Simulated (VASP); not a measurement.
Wanted: the native input for a VASP 6.6.1 run.

| Item | Value |
| --- | --- |
| Task | single point |
| Functional | PBEsol |
| Potentials or basis | VASP PAW PBE potentials, release 64 (Sb_d_GW) |
| Cutoff | 500 eV |
| k mesh | 12 × 12 × 12 |
| Occupations | gaussian, width 0.15 eV |
| Spin | no spin polarisation |
| Dipole correction | no |
| Further INCAR settings | ALGO = Normal; EDIFF = 1e-06; NBANDS = 22 |

The structure of Sb lies in POSCAR:

```
Sb
1.0
    2.1506003320      1.2416496806      3.8563200000
   -2.1506003320      1.2416496806      3.8563200000
    0.0000000000     -2.4832993611      3.8563200000
Sb
2
Direct
    0.2336400000      0.2336400000      0.2336400000
    0.7663600000      0.7663600000      0.7663600000
```

This cell differs from its parent crystal: strain +0.000 along x and y, +0.030 along z.

These files were run (other wordings do the same):

INCAR

```
SYSTEM = Sb
PREC = Accurate
ENCUT = 500
EDIFF = 1E-6
ISMEAR = 0
SIGMA = 0.15
LREAL = .FALSE.
LASPH = .TRUE.
NELM = 120
ALGO = Normal
ISIF = 2
LWAVE = .FALSE.
LCHARG = .FALSE.
GGA = PS
NBANDS = 22
GGA_COMPAT = .FALSE.
```

KPOINTS

```
regular mesh
0
G
  12 12 12
  0 0 0
```

Potentials or basis: VASP PAW PBE potentials, release 64 (Sb_d_GW).

Command:

```console
$ cat potpaw_PBE.64/Sb_d_GW/POTCAR > POTCAR
$ mpirun -np 1 vasp_std > vasp.out
```

Results of the run:

| Quantity | Value |
| --- | --- |
| Pressure | -1.1 GPa |
| Largest force | 0.034 eV/Å |
| Band gap on the k mesh | zero (bands 15 and 16 overlap by 0.25 eV) |

Caveat: the cell differs from its parent crystal (strain +0.000 along x and y, +0.030 along z); the PAW data sets were made with another functional, which shifts forces and pressure a little; spin-orbit coupling is left out, which moves the levels of the heavy elements.

Wall time 4.7 min on 1 thread of AMD EPYC 7R13 Processor (Zen 3), on a shared host, peak memory 0.35 GiB.
